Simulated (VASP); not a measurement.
# Os (P6_3/mmc) in VASP: further runs

The runs below take Os through single point, relaxation of cell and atoms, with PBEsol.

Program: VASP 6.6.1. These are calculated values, not measurements. Logs are shortened: lines on timing, memory, paths and dates and some standing lists are left out, and cuts for length are marked.

## (1) The cell of the first run

It takes space group P6_3/mmc (No. 194, hexagonal). The conventional cell has a = 2.727 Å, b = 2.727 Å, c = 4.313 Å, α = 90.00°, β = 90.00°, γ = 120.00°. Os (site symmetry -6m2) has 12 Os at 2.67 to 2.73 Å within 3.5 Å.

## (2) Single point, PBEsol

Contents of INCAR:

```
  PREC = Accurate
  ENCUT = 520
  EDIFF = 1E-6
  ISMEAR = 0
  SIGMA = 0.1
  LREAL = False
  LASPH = True
  NELM = 60
  ALGO = Normal
  ISIF = 2
  LWAVE = False
  LCHARG = False
  GGA = PS
  NBANDS = 15
```

Contents of KPOINTS:

```
Automatic mesh
0
Gamma
  18 18 10
```

Contents of POSCAR:

```
Os
1.0
    2.7271780668      0.0000000000      0.0000000000
   -1.3635890334      2.3618054865      0.0000000000
    0.0000000000      0.0000000000      4.3132045914
Os
2
Direct
    0.3333333333      0.6666666667      0.2500000000
    0.6666666667      0.3333333333      0.7500000000
```

Potentials or basis: VASP PAW PBE potentials, release 64 (Os).

Launch:

```sh
$ cat potpaw_PBE.64/Os/POTCAR > POTCAR
$ mpirun -np 1 vasp_std > vasp.out
```

OUTCAR:

```text
PREC = Accurate
   ENCUT = 520
   EDIFF = 1E-6
   ISMEAR = 0
   LREAL = False
   LASPH = True
   NELM = 60
   ISIF = 2
   GGA = PS

 ion  position               nearest neighbor table
   1  0.333  0.667  0.250-   2 2.67   2 2.67   2 2.67   2 2.67   2 2.67   2 2.67
   2  0.667  0.333  0.750-   1 2.67   1 2.67   1 2.67   1 2.67   1 2.67   1 2.67

  LATTYP: Found a hexagonal cell.
 ALAT       =     2.7271780668
 C/A-ratio  =     1.5815632444

  Lattice vectors:

 A1 = (   2.7271780668,   0.0000000000,   0.0000000000)
 A2 = (  -1.3635890334,   2.3618054865,   0.0000000000)
 A3 = (   0.0000000000,   0.0000000000,   4.3132045914)

Analysis of symmetry for initial positions (statically):
=====================================================================
 Subroutine PRICEL returns:
 Original cell was already a primitive cell.

 Routine SETGRP: Setting up the symmetry group for a
 hexagonal supercell.

 Subroutine GETGRP returns: Found 24 space group operations
 (whereof 12 operations were pure point group operations)
 out of a pool of 24 trial point group operations.

The static configuration has the point symmetry D_3d.
 The point group associated with its full space group is D_6h.

Analysis of symmetry for dynamics (positions and initial velocities):
=====================================================================
 Subroutine PRICEL returns:
 Original cell was already a primitive cell.

 Routine SETGRP: Setting up the symmetry group for a
 hexagonal supercell.

 Subroutine GETGRP returns: Found 24 space group operations
 (whereof 12 operations were pure point group operations)
 out of a pool of 24 trial point group operations.

The dynamic configuration has the point symmetry D_3d.
 The point group associated with its full space group is D_6h.

 Subroutine INISYM returns: Found 24 space group operations
 (whereof 12 operations are pure point group operations),
 and found     1 'primitive' translations

----------------------------------------------------------------------------------------

                                     Primitive cell

  volume of cell :      27.7816

  direct lattice vectors                    reciprocal lattice vectors
     2.727178067  0.000000000  0.000000000     0.366679394  0.211702447  0.000000000
    -1.363589033  2.361805487  0.000000000     0.000000000  0.423404893  0.000000000
     0.000000000  0.000000000  4.313204591     0.000000000  0.000000000  0.231846178

  length of vectors
     2.727178067  2.727178067  4.313204591     0.423404893  0.423404893  0.231846178

  position of ions in fractional coordinates (direct lattice)
[... 85 lines left out ...]
   ISIF   =      2    stress and relaxation
   ISYM   =      2    0-nonsym 1-usesym 2-fastsym
   POTIM  = 0.5000    time-step for ionic-motion
   TEBEG  =    0.0;   TEEND  =   0.0 temperature during run
   PSTRESS=    0.0 pullay stress
   NELECT =      16.0000    total number of electrons
   NUPDOWN=      -1.0000    fix difference up-down
   EMIN   =  10.00;   EMAX   =-10.00  energy-range for DOS
   EFERMI =   0.00;   METHOD = LEGACY
   ISMEAR =     0;   SIGMA  =   0.10  broadening in eV -4-tet -1-fermi 0-gaus
   EFERMI_NEDOS =   21; number of points for ismear=-14 and -15
   IALGO  =     38    algorithm
   IMIX   =      4    mixing-type and parameters
     AMIX     =   0.40;   BMIX     =  1.00
     AMIX_MAG =   1.60;   BMIX_MAG =  1.00
  volume/ion in A,a.u.               =      13.89        93.74
  Fermi-wavevector in a.u.,A,eV,Ry     =   1.362058  2.573916 25.241555  1.855202
  Thomas-Fermi vector in A             =   2.488581
   LORBIT       =      0    0 simple, 1 ext, 2 COOP (PROOUT), +10 PAW based schemes
   GGA     = PS    functional components
   LHFCALC =     F    Hartree Fock is set to
   AEXX    =    0.0000 exact exchange contribution
   IVDW    =     0    specifies the selected vdW correction
   LEPSILON=     F    determine dielectric tensor
   LRPA    =     F    only Hartree local field effects (RPA)
 non-spin polarized calculation
 Gauss-broadening in eV      SIGMA  =   0.10
  energy-cutoff  :      520.00
  volume of cell :       27.78
 maximum number of plane-waves:       768
   NGX = 11   NGY = 11   NGZ = 17

 number of electron      15.9999998 magnetization

 Free energy of the ion-electron system (eV)
  ---------------------------------------------------
  ext. energy  EPLUGINS =         0.00000000
  ---------------------------------------------------
  free energy    TOTEN  =       -24.48565908 eV

  energy without entropy =      -24.47828324  energy(sigma->0) =      -24.48197116

 E-fermi :   9.4114     XC(G=0): -14.1940

 val. band max:        9.4026574809   @ k =   0.2222   0.0556   0.3000
 cond. band min:       9.4212930943   @ k =   0.4444   0.1111   0.4000
 fundamental gap:      0.0186356134
 Fermi energy:         9.4114463394

 k-point     1 :       0.0000    0.0000    0.0000
  band No.  band energies     occupation
      1      -1.6455      2.00000
      2       1.5194      2.00000
      3       6.3124      2.00000
      4       6.3124      2.00000
      5       6.5598      2.00000
      6       7.1651      2.00000
      7       7.1651      2.00000
      8       7.8424      2.00000
      9       7.8424      2.00000
     10       9.3982      1.14868
     11      11.1250      0.00000
     12      11.1250      0.00000
     13      18.5267      0.00000
     14      23.4520      0.00000
[... 401 lines left out ...]
      2       2.6294      2.00000
      3       2.9625      2.00000
      4       5.7558      2.00000
      5       5.8485      2.00000
      6       6.7484      2.00000
      7       7.4540      2.00000
      8      11.0184      0.00000
      9      11.4628      0.00000
     10      11.9491      0.00000
     11      13.3736      0.00000
     12      16.4125      0.00000
     13      18.8709      0.00000
     14      19.9568      0.00000
     15      21.7367      0.00000

 [... further k-points ...]
[... 5 lines left out ...]
  --------------------------------------------------------------------------------------
  -------------------------------------------------------------------------------------
  Total        0.0923669      0.0923669      0.0771070     -0.0000000      0.0000000      0.0000000
  in kB        5.3268350      5.3268350      4.4467918     -0.0000000      0.0000000      0.0000000
  external PRESSURE =       5.0334873 kB  Pullay stress =       0.0000000 kB

 VOLUME and BASIS-vectors are now :
 -----------------------------------------------------------------------------
  energy-cutoff  :      520.00
  volume of cell :       27.78
      direct lattice vectors                 reciprocal lattice vectors
     2.727178067  0.000000000  0.000000000     0.366679394  0.211702447  0.000000000
    -1.363589033  2.361805487  0.000000000     0.000000000  0.423404893  0.000000000
     0.000000000  0.000000000  4.313204591     0.000000000  0.000000000  0.231846178

 POSITION                                       TOTAL-FORCE (eV/Angst)
 -----------------------------------------------------------------------------------
     -0.00000      1.57454      1.07830        -0.000000      0.000000      0.000000
      1.36359      0.78727      3.23490         0.000000     -0.000000      0.000000
 -----------------------------------------------------------------------------------
    total drift:                               -0.000000      0.000000     -0.000000

  FREE ENERGIE OF THE ION-ELECTRON SYSTEM (eV)
  ---------------------------------------------------
  free  energy   TOTEN  =       -24.4856590812 eV

  energy  without entropy=      -24.4782832374  energy(sigma->0) =      -24.48197116
```

stdout:

```text
POSCAR found type information on POSCAR Os
 POSCAR found :  1 types and       2 ions
 scaLAPACK will be used
 -----------------------------------------------------------------------------
|                                                                             |
|                                                                             |
|     You enforced a specific xc type in the INCAR file but a different       |
|     I HOPE YOU KNOW WHAT YOU ARE DOING!                                     |
|                                                                             |
 -----------------------------------------------------------------------------

 LDA part: xc-table for (Slater+PW92), standard interpolation
 POSCAR, INCAR and KPOINTS ok, starting setup
 FFT: planning ... GRIDC
 FFT: planning ... GRID_SOFT
 FFT: planning ... GRID
 WAVECAR not read
 entering main loop
```

Run time: 30 s. Hardware: 1 thread of Intel Xeon 6975P-C (Granite Rapids), shared host; peak memory 0.2 GiB.

What came out:

* Free energy: -24.4857 eV
* Pressure: 0.5 GPa
* Band gap on the k mesh: zero (bands 8 and 9 overlap by 4.00 eV)

Stress tensor (GPa, compression positive):
```
0.53 0.00 0.00
0.00 0.53 0.00
0.00 0.00 0.44
```

Levels at points of the mesh, in eV from the Fermi level:
| k point | band 6 | band 7 | band 8 | band 9 | band 10 | band 11 |
| --- | --- | --- | --- | --- | --- | --- |
| (0.00, 0.00, 0.00) | -2.25 | -2.25 | -1.57 | -1.57 | -0.01 | 1.71 |
| (0.50, 0.00, 0.00) | -2.61 | -1.92 | 2.08 | 2.65 | 2.76 | 4.47 |
| (0.00, 0.00, 0.50) | -3.29 | -3.29 | -3.29 | 0.91 | 0.91 | 0.91 |
| (0.50, 0.00, 0.50) | -1.22 | -0.18 | -0.18 | 2.42 | 2.42 | 3.34 |

Caveat: the PAW data sets were made with another functional, which shifts forces and pressure a little; spin-orbit coupling is left out, which moves the levels of the heavy elements.

## (3) Relaxation of cell and atoms, PBEsol

This run uses another cell than the first one, of 14.28 Å³/atom.

Contents of INCAR:

```
PREC = Accurate
ENCUT = 600
EDIFF = 1E-6
ISMEAR = 0
SIGMA = 0.1
LREAL = F
LASPH = T
NELM = 80
ALGO = Normal
ISIF = 3
LWAVE = F
LCHARG = F
GGA = PS
IBRION = 2
NSW = 70
EDIFFG = -0.005
```

KPOINTS is that of step 2.

Contents of POSCAR:

```
Os
1.0
    2.7527908284      0.0000000000      0.0000000000
   -1.3763954142      2.3839867887      0.0000000000
    0.0000000000      0.0000000000      4.3508626677
Os
2
Direct
    0.3333333333      0.6666666667      0.2500000000
    0.6666666667      0.3333333333      0.7500000000
```

Potentials or basis: VASP PAW PBE potentials, release 64 (Os).

Launch:

```sh
$ cat potpaw_PBE.64/Os/POTCAR > POTCAR
$ mpirun -np 1 vasp_std > vasp.out
```

Wall time 2 min (1 thread of Intel Xeon 6975P-C (Granite Rapids), shared host); peak memory 0.24 GiB.

It converged, with:

- Free energy: -24.4868 eV
- Relaxed volume: 13.91 Å³/atom
- Relaxed cell: a = 2.729 Å, b = 2.729 Å, c = 4.315 Å, α = 90.00°, β = 90.00°, γ = 120.00°
- Space group after relaxing (to 0.1 Å): P6_3/mmc (No. 194)
- Energy gained by relaxing: 12.6 meV/atom
- Ionic steps: 10
- Pressure after relaxing: 0.0 GPa
- Band gap on the k mesh: zero (bands 8 and 9 overlap by 3.99 eV)

Step by step:
```csv
step,energy change (eV),largest force (eV/Å),pressure (GPa),volume (Å³)
1,0.0000,0.0000,-10.77,28.55
2,0.5578,0.0000,68.38,24.77
3,-0.0251,0.0000,-0.64,27.86
4,-0.0252,0.0000,-0.10,27.83
5,-0.0252,0.0000,0.13,27.82
6,-0.0251,0.0000,-0.52,27.85
7,-0.0252,0.0000,-0.08,27.83
8,-0.0252,0.0000,-0.09,27.83
9,-0.0252,0.0000,0.21,27.81
10,-0.0252,0.0000,-0.01,27.82
```

Final structure:
```
Os
1.0
     2.72874    0.00000    0.00000
    -1.36437    2.36316    0.00000
     0.00000    0.00000    4.31469
Os
2
Direct
  0.33333 0.66667 0.25000
  0.66667 0.33333 0.75000
```

Levels at points of the mesh, in eV from the Fermi level:
```csv
k point,band 4,band 5,band 6,band 7,band 8,band 9,band 10,band 11,band 12
"(0.00, 0.00, 0.00)",-3.09,-2.84,-2.24,-2.24,-1.57,-1.57,-0.01,1.71,1.71
"(0.50, 0.00, 0.00)",-3.58,-2.95,-2.61,-1.91,2.07,2.64,2.75,4.46,5.75
"(0.00, 0.00, 0.50)",-3.62,-3.28,-3.28,-3.28,-3.28,0.91,0.91,0.91,0.91
"(0.50, 0.00, 0.50)",-5.40,-1.22,-1.22,-0.18,-0.18,2.41,2.41,3.33,3.33
```

Caveat: the PAW data sets were made with another functional, which shifts forces and pressure a little; spin-orbit coupling is left out, which moves the levels of the heavy elements.
